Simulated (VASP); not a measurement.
Write the native input for VASP 6.6.1 that does the following.

| Property | Result |
| --- | --- |
| Task | single point |
| Functional | PBEsol |
| Potentials or basis | VASP PAW PBE potentials, release 64 (Zn, S) |
| Cutoff | 520 eV |
| k mesh | 9 × 9 × 9 |
| Occupations | fermi-dirac, width 0.01 eV |
| Spin | no spin polarisation |
| Dipole correction | no |
| Further INCAR settings | ALGO = Normal; EDIFF = 1e-06; NBANDS = 16 |

The structure of ZnS lies in POSCAR:

```
ZnS
1.0
    0.0000000000      2.6505570000      2.7046500000
    2.6505570000      0.0000000000      2.7046500000
    2.6505570000      2.6505570000      0.0000000000
Zn S
1 1
Direct
    0.0000000000      0.0000000000      0.0000000000
    0.7500000000      0.7500000000      0.7500000000
```

This cell differs from its parent crystal: equal xx and yy strain of -2 %.

The input as run:

INCAR

```
  ALGO = Normal
  EDIFF = 1E-6
  ENCUT = 520
  GGA = PS
  ISIF = 2
  ISMEAR = -1
  LASPH = True
  LCHARG = False
  LREAL = False
  LWAVE = False
  NBANDS = 16
  NELM = 80
  PREC = Accurate
  SIGMA = 0.01
```

KPOINTS

```
k-points
0
Gamma
  9 9 9
```

Potentials or basis: VASP PAW PBE potentials, release 64 (Zn, S).

Launch:

```sh
$ cat potpaw_PBE.64/Zn/POTCAR potpaw_PBE.64/S/POTCAR > POTCAR
$ mpirun -np 1 vasp_std > vasp.out
```

It gave:

```yaml
Pressure: 1.1 GPa
Band_gap_on_the_k_mesh: 2.11 eV
```

Caveat: the cell differs from its parent crystal (equal xx and yy strain of -2 %); the PAW data sets were made with another functional, which shifts forces and pressure a little.

It took 59 s on 1 thread of Intel Xeon 8259CL, on a shared host, peak memory 0.18 GiB.
